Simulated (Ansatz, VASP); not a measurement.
Sr: VASP beside Ansatz

INCAR

```
SYSTEM = Sr
PREC = Accurate
ENCUT = 520
EDIFF = 1E-6
ISMEAR = -1
SIGMA = 0.1
LREAL = .FALSE.
LASPH = .TRUE.
NELM = 80
ALGO = Normal
ISIF = 2
LWAVE = .FALSE.
LCHARG = .FALSE.
NBANDS = 28
```

KPOINTS

```
regular mesh
0
G
  10 10 3
  0 0 0
```

POSCAR

```
Sr
1.0
    4.0474264072      0.0000000000      0.0000000000
   -2.0237132036      3.5051740886      0.0000000000
    0.0000000000      0.0000000000     13.2393569177
Sr
4
Direct
    0.0000000000      0.0000000000      1.0000000000
    0.0000000000      0.0000000000      0.5000000000
    0.3333333333      0.6666666667      0.2500000000
    0.6666666667      0.3333333333      0.7500000000
```

Input for Ansatz:

```yaml
crystal:
  lattice:
    - [4.0474264072, 0.0, 0.0]
    - [-2.0237132036, 3.5051740886, 0.0]
    - [0.0, 0.0, 13.2393569177]
  atoms:
    - { symbol: Sr, position: [0.0, 0.0, 1.0] }
    - { symbol: Sr, position: [0.0, 0.0, 0.5] }
    - { symbol: Sr, position: [0.3333333333, 0.6666666667, 0.25] }
    - { symbol: Sr, position: [0.6666666667, 0.3333333333, 0.75] }
hamiltonian:
  xc: lda
  pseudopotentials:
    kind: paw
    azcp:
      Sr: "pseudopotentials/Sr.paw.azcp"
basis:
  ecutwfc: 420
  fft_grid_basis: typed
kpoints:
  mp_grid: { grid: [10, 10, 3], shift: [0, 0, 0] }
magnetization:
  spin_polarized: false
scf:
  occupations: { method: fermi_dirac, width: 0.1 }
  lower_state_search: "off"
output:
  stress: true
```

Alike in both runs: task single point; functional LDA; k mesh 10 × 10 × 3; occupations fermi-dirac, width 0.1 eV; no spin polarisation.

```csv
,VASP,Ansatz
version,VASP 6.6.1,Ansatz 0.2.0
potentials or method,"VASP PAW LDA potentials, release 64 (Sr_sv), cutoff 520 eV","plane waves (420 eV) with PAW, scalar-relativistic"
valence electrons in the cell,40,40
```

|  | VASP | Ansatz | Ansatz less VASP |
| --- | --- | --- | --- |
| pressure (GPa) | 0.6 | 0.6 | 0.00 |

Ansatz warns that its potentials were made for another functional, while VASP's fit it. LDA's correlation is that of Perdew and Zunger in VASP and of Perdew and Wang (1992) in Ansatz.
